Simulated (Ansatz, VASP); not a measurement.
**One calculation of Ga, two programs**

```
CELL_PARAMETERS angstrom
0.00000 2.11632 2.11632
2.11632 0.00000 2.11632
2.11632 2.11632 0.00000
ATOMIC_POSITIONS crystal
Ga 0.00000 0.00000 0.00000
```

Alike in both runs: task single point; functional PBE; k mesh 18 × 18 × 18; occupations gaussian, width 0.05 eV; non-collinear spin, spin-orbit coupling.

|  | VASP | Ansatz |
| --- | --- | --- |
| version | VASP 6.6.1 | Ansatz 0.2.0 |
| potentials or method | VASP PAW PBE potentials, release 64 (Ga_d), cutoff 520 eV | plane waves, PAW |
| valence electrons in the cell | 13 | 13 |

Ansatz gave:

```
pressure (GPa)           : 0.0
net moment per atom (μB) : 0.00
```

Estimate VASP's values.

pressure (GPa): 0.1; net moment per atom (μB): 0.00.

The functional is the same, so the differences come from potentials, cutoffs and numerics.
